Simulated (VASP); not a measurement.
# Al36Si (a cell with a defect) in VASP: single point with PBE

Aim: the single point of Al36Si (a cell with a defect) with PBE.

All numbers are computed with VASP 6.6.1; they aren't measurements. Logs are shortened: lines on timing, memory, paths and dates and some standing lists are left out, and cuts for length are marked.

## (1) The cell of the first run

The cell holds a defect, 37 atoms: a = 8.568 Å, b = 8.568 Å, c = 11.424 Å, α = 60.00°, β = 60.00°, γ = 60.00°.

## (2) Single point, PBE

Contents of INCAR:

```
SYSTEM = Al36Si
PREC = Accurate
ENCUT = 400
EDIFF = 1E-6
ISMEAR = 1
SIGMA = 0.1
LREAL = Auto
LASPH = .TRUE.
NELM = 120
ALGO = Normal
ISIF = 2
LWAVE = .FALSE.
LCHARG = .FALSE.
GGA = PE
NBANDS = 80
GGA_COMPAT = .FALSE.
```

Contents of KPOINTS:

```
regular mesh
0
G
  2 2 2
  0 0 0
```

Contents of POSCAR:

```
Al36Si
1.0
    0.0000000000      6.0583944000      6.0583944000
    6.0583944000      0.0000000000      6.0583944000
    8.0778592000      8.0778592000      0.0000000000
Al Si
36 1
Direct
   -0.0067455166     -0.0054643191      0.0004590325
   -0.0009410909      0.0001933681      0.2507656360
   -0.0008893445     -0.0017136554      0.4952478003
   -0.0023088626     -0.0003256638      0.7439532989
   -0.0028063541      0.3282234316      0.0019460602
   -0.0083675635      0.3369610602      0.2508922166
    0.0022929342      0.3295231984      0.5006398849
    0.0001101777      0.3268259491      0.7507944060
    0.0290791567      0.6584934451     -0.0210584260
    0.0131116423      0.6649500237      0.2489407713
   -0.0113292393      0.6632730943      0.5033215979
   -0.0211945594      0.6567941499      0.7641357502
    0.3266328287     -0.0023823969      0.0027313549
    0.3354504289     -0.0053992853      0.2499352799
    0.3293014400      0.0019219614      0.5005722308
    0.3255374889      0.0002669849      0.7510418726
    0.3280532545      0.3296627569      0.0058310004
    0.3305189243      0.3319524724      0.2492263049
    0.3291397635      0.3287264527      0.5044313597
    0.3277751280      0.3286078569      0.7577078095
    0.3345406994      0.6676862272     -0.0029403211
    0.3203290132      0.6726192174      0.2456242986
    0.2776347806      0.6848246790      0.5373564818
    0.3418471732      0.6681809953      0.7479469313
    0.6570009704      0.0304262133     -0.0212821239
    0.6632973581      0.0131135404      0.2496855850
    0.6628305678     -0.0108769743      0.5036183349
    0.6548890247     -0.0232142364      0.7661023604
    0.6665347670      0.3354236066     -0.0031877877
    0.6719713560      0.3197605458      0.2434596161
    0.6860575139      0.2743291193      0.5418459138
    0.6665218923      0.3442132292      0.7491418642
    0.6589712119      0.6589827661      0.0074197258
    0.7317312488      0.7337068547      0.1853761576
    0.6640603491      0.6641816683      0.4880330794
    0.6632785413      0.6640227979      0.7488417228
    0.5505039421      0.5422458135      0.3717952895
```

Potentials or basis: VASP PAW PBE potentials, release 64 (Al, Si).

Command:

```sh
$ cat potpaw_PBE.64/Al/POTCAR potpaw_PBE.64/Si/POTCAR > POTCAR
$ mpirun -np 1 vasp_std > vasp.out
```

OUTCAR:

```text
SYSTEM = Al36Si
   PREC = Accurate
   ENCUT = 400
   EDIFF = 1E-6
   ISMEAR = 1
   LREAL = Auto
   LASPH = .TRUE.
   NELM = 120
   ISIF = 2
   GGA = PE

 ion  position               nearest neighbor table
   1  0.993  0.995  0.000-  10 2.84  26 2.84  16 2.85   8 2.85  29 2.86   9 2.86  21 2.86  25 2.87
                            13 2.88   5 2.88   4 2.89   2 2.91  34 3.17
   2  0.999  0.000  0.251-  30 2.77  22 2.78   3 2.79  13 2.82  10 2.82   5 2.83  26 2.83  14 2.85
                             6 2.85  27 2.89  11 2.89   1 2.91
   3  0.999  0.998  0.495-  31 2.56  23 2.57   2 2.79   4 2.84  14 2.84   6 2.85  11 2.87  27 2.87
                            15 2.88   7 2.88  12 3.00  28 3.03
   4  0.998  1.000  0.744-   7 2.80  25 2.81  15 2.81   9 2.81   3 2.84  16 2.85   8 2.85   1 2.89
                            24 2.90  32 2.90  12 2.91  28 2.92
   5  0.997  0.328  0.002-  12 2.77  30 2.77  20 2.81   2 2.83  13 2.83  29 2.83   9 2.85   6 2.86
                             8 2.86  17 2.86  33 2.87   1 2.88
   6  0.992  0.337  0.251-  17 2.84   3 2.85   2 2.85   5 2.86  30 2.86   7 2.87  18 2.87  10 2.90
                            34 2.94  14 2.94   9 2.94  31 3.02  37 3.14
   7  0.002  0.330  0.501-  31 2.75   4 2.80  15 2.80  11 2.82  19 2.82   8 2.84  18 2.84  32 2.86
                             6 2.87  10 2.88   3 2.88  35 2.89
   8  0.000  0.327  0.751-  16 2.79  32 2.80  19 2.82  12 2.82  29 2.83   7 2.84   1 2.85   4 2.85
                            20 2.86  11 2.86   5 2.86  36 2.89
   9  0.029  0.658  0.979-  34 2.52  24 2.66  17 2.70  12 2.70  21 2.77   4 2.81   5 2.85   1 2.86
[... 43 lines left out ...]
  31  0.686  0.274  0.542-  37 2.35   3 2.56  28 2.57  32 2.63   7 2.75  27 2.80  20 2.81  35 3.00
                             6 3.02  19 3.07  30 3.29
  32  0.667  0.344  0.749-  31 2.63  25 2.66  36 2.72  24 2.78  29 2.79   8 2.80   7 2.86  35 2.87
                             4 2.90  17 2.92  20 2.92  28 3.11
  33  0.659  0.659  0.007-  28 2.74  12 2.76  29 2.80  21 2.80  30 2.81  34 2.81  22 2.81   5 2.87
                            13 2.87  36 2.91   9 3.02  25 3.02
  34  0.732  0.734  0.185-  37 2.32  25 2.52   9 2.52  26 2.56  10 2.57  33 2.81  14 2.94   6 2.94
                            35 2.99   1 3.17
  35  0.664  0.664  0.488-  37 2.74  26 2.87  11 2.87  10 2.87  32 2.87  27 2.87  24 2.87  15 2.89
                             7 2.89  36 2.98  34 2.99  23 2.99  31 3.00
  36  0.663  0.664  0.749-  32 2.72  24 2.74  28 2.75  12 2.76  27 2.79  11 2.80  29 2.82  21 2.83
                            16 2.89   8 2.89  33 2.91  35 2.98
  37  0.551  0.542  0.372-  34 2.32  31 2.35  23 2.36  30 2.48  22 2.50  19 2.66  35 2.74   6 3.14
                            14 3.22

  LATTYP: Found a base centered monoclinic cell.
 ALAT       =    14.8399749405
 B/A-ratio  =     0.5773502692
 C/A-ratio  =     0.7698003589
 COS(beta)  =    -0.5773502692

  Lattice vectors:

 A1 = (   0.0000000000,  -6.0583944000,  -6.0583944000)
 A2 = (  -6.0583944000,   0.0000000000,  -6.0583944000)
 A3 = (   8.0778592000,   8.0778592000,   0.0000000000)
[... 194 lines left out ...]
   EFERMI =   0.00;   METHOD = LEGACY
   ISMEAR =     1;   SIGMA  =   0.10  broadening in eV -4-tet -1-fermi 0-gaus
   EFERMI_NEDOS =   21; number of points for ismear=-14 and -15
   IALGO  =     38    algorithm
   IMIX   =      4    mixing-type and parameters
     AMIX     =   0.40;   BMIX     =  1.00
     AMIX_MAG =   1.60;   BMIX_MAG =  1.00
  volume/ion in A,a.u.               =      16.03       108.15
  Fermi-wavevector in a.u.,A,eV,Ry     =   0.939291  1.775004 12.003992  0.882268
  Thomas-Fermi vector in A             =   2.066589
   LORBIT       =      0    0 simple, 1 ext, 2 COOP (PROOUT), +10 PAW based schemes
   GGA     = PE    functional components
   LHFCALC =     F    Hartree Fock is set to
   AEXX    =    0.0000 exact exchange contribution
   IVDW    =     0    specifies the selected vdW correction
   LEPSILON=     F    determine dielectric tensor
   LRPA    =     F    only Hartree local field effects (RPA)
 non-spin polarized calculation
 Methfessel and Paxton  Order N= 1 SIGMA  =   0.10
  energy-cutoff  :      400.00
  volume of cell :      592.98
 maximum number of plane-waves:     10796
 NGX is ok and might be reduce to    56
   NGX = 27   NGY = 27   NGZ = 37

 number of electron     112.0000000 magnetization

 Free energy of the ion-electron system (eV)
  ---------------------------------------------------
  ext. energy  EPLUGINS =         0.00000000
  ---------------------------------------------------
  free energy    TOTEN  =      -138.34502880 eV

  energy without entropy =     -138.35256510  energy(sigma->0) =     -138.34754090

 E-fermi :   8.5369     XC(G=0): -10.3031

 val. band max:        8.5032534429   @ k =   0.0000   0.5000   0.0000
 cond. band min:       8.5753004366   @ k =   0.5000   0.5000   0.5000
 fundamental gap:      0.0720469937
 Fermi energy:         8.5369105156

 k-point     1 :       0.0000    0.0000    0.0000
  band No.  band energies     occupation
      1      -3.2216      2.00000
      2      -1.8462      2.00000
      3      -1.3711      2.00000
      4      -0.8264      2.00000
      5      -0.4011      2.00000
      6      -0.2306      2.00000
[... 557 lines left out ...]
     67      10.0098     -0.00000
     68      10.2063     -0.00000
 [bands above 68 left out]

------------------------ aborting loop because EDIFF is reached ----------------------------------------

  FORCE on cell =-STRESS in cart. coord.  units (eV):
  Direction    XX          YY          ZZ          XY          YZ          ZX
  --------------------------------------------------------------------------------------
  -------------------------------------------------------------------------------------
  Total       19.3176803     18.9565634     15.2279662      4.1157984     -2.2447783     -1.8487786
  in kB       52.1944346     51.2187330     41.1444374     11.1204744     -6.0651659     -4.9952143
  external PRESSURE =      48.1858684 kB  Pullay stress =       0.0000000 kB

 VOLUME and BASIS-vectors are now :
 -----------------------------------------------------------------------------
  energy-cutoff  :      400.00
  volume of cell :      592.98
      direct lattice vectors                 reciprocal lattice vectors
     0.000000000  6.058394400  6.058394400    -0.082530117  0.082530117  0.082530117
     6.058394400  0.000000000  6.058394400     0.082530117 -0.082530117  0.082530117
     8.077859200  8.077859200  0.000000000     0.061897588  0.061897588 -0.061897588

 POSITION                                       TOTAL-FORCE (eV/Angst)
 -----------------------------------------------------------------------------------
      6.02900      6.02124     12.04282        -0.000900     -0.001057      0.004881
      2.02682      8.07834      6.05386         0.000216     -0.000359     -0.000305
     10.04855     10.05355     12.10102        -0.001067      0.001733     -0.000559
     12.06597     12.05396     12.10083        -0.000067      0.001051     -0.000755
      2.00423      6.05711      8.02990         0.000634      0.000388      0.001773
      4.06812      8.03437      8.04914         0.000534      0.001126      0.002322
[... 29 lines left out ...]
     10.07195     10.06744      8.04132        -0.003950     -0.004108     -0.002242
      6.28845      6.33848      6.62031         0.003063      0.002766     -0.000427
 -----------------------------------------------------------------------------------
    total drift:                                0.000780     -0.001791      0.001565

  FREE ENERGIE OF THE ION-ELECTRON SYSTEM (eV)
  ---------------------------------------------------
  free  energy   TOTEN  =      -138.3450287982 eV

  energy  without entropy=     -138.3525650971  energy(sigma->0) =     -138.34754090
```

OSZICAR:

```text
N       E                     dE             d eps       ncg     rms          rms(c)
DAV:   1     0.128991276953E+03    0.12899E+03   -0.33602E+04  1280   0.916E+02
DAV:   2    -0.125129869859E+03   -0.25412E+03   -0.23823E+03  1528   0.134E+02
DAV:   3    -0.139264057726E+03   -0.14134E+02   -0.13560E+02  1584   0.266E+01
DAV:   4    -0.139535854654E+03   -0.27180E+00   -0.26928E+00  1528   0.397E+00
DAV:   5    -0.139540363181E+03   -0.45085E-02   -0.45014E-02  1544   0.513E-01    0.906E+00
DAV:   6    -0.138703126698E+03    0.83724E+00   -0.84759E-01  1504   0.235E+00    0.512E+00
DAV:   7    -0.138385038433E+03    0.31809E+00   -0.63983E-01  1488   0.178E+00    0.150E+00
DAV:   8    -0.138350958431E+03    0.34080E-01   -0.38274E-02  1448   0.531E-01    0.626E-01
DAV:   9    -0.138345664858E+03    0.52936E-02   -0.80670E-03  1512   0.205E-01    0.333E-01
DAV:  10    -0.138345126673E+03    0.53818E-03   -0.10123E-03  1552   0.814E-02    0.136E-01
DAV:  11    -0.138345036328E+03    0.90344E-04   -0.10816E-04  1448   0.276E-02    0.335E-02
DAV:  12    -0.138345028222E+03    0.81062E-05   -0.14535E-05  1496   0.936E-03    0.198E-02
DAV:  13    -0.138345028798E+03   -0.57591E-06   -0.33479E-06  1304   0.424E-03
   1 F= -.13834503E+03 E0= -.13834754E+03  d E =0.753630E-02
```

Wall time 6.5 min (1 thread of Oxide Virtual Turin-like, shared host); peak memory 0.56 GiB.

What came out:

```
Free energy            : -138.3450 eV
Pressure               : 4.8 GPa
Largest force          : 0.015 eV/Å
Band gap on the k mesh : zero (bands 56 and 57 overlap by 0.68 eV)
```

Forces in eV/Å, atoms in the order of the input:
```
Al  -0.001 -0.001  0.005
Al   0.000  0.000  0.000
Al  -0.001  0.002 -0.001
Al   0.000  0.001 -0.001
Al   0.001  0.000  0.002
Al   0.001  0.001  0.002
Al   0.000 -0.002  0.002
Al  -0.002 -0.002 -0.001
Al   0.000  0.001  0.000
Al   0.002 -0.001 -0.002
Al   0.000 -0.001 -0.003
Al   0.004  0.002 -0.002
Al  -0.001  0.000  0.001
Al   0.002  0.002  0.003
Al  -0.001  0.000 -0.002
Al  -0.002 -0.003 -0.001
Al   0.002  0.001  0.002
Al  -0.002 -0.001 -0.004
Al   0.002 -0.002 -0.003
Al  -0.004 -0.001  0.001
Al  -0.002 -0.001  0.000
Al  -0.003  0.005 -0.003
Al  -0.007  0.007  0.001
Al  -0.001  0.001  0.002
Al   0.000  0.001  0.002
Al   0.002  0.000  0.000
Al   0.001 -0.001  0.000
Al   0.002  0.002  0.004
Al  -0.001 -0.004  0.000
Al   0.004  0.000 -0.001
Al   0.004 -0.015  0.002
Al   0.000 -0.001 -0.002
Al  -0.001  0.002  0.001
Al   0.001  0.004 -0.006
Al   0.002  0.002  0.003
Al  -0.004 -0.004 -0.002
Si   0.003  0.003  0.000
```

Caveat: the k points lie up to 0.45 Å⁻¹ apart, too coarse for converged energies and pressures of a metal.

The gap in the log of VASP goes by the Fermi energy; the results here count the filled bands.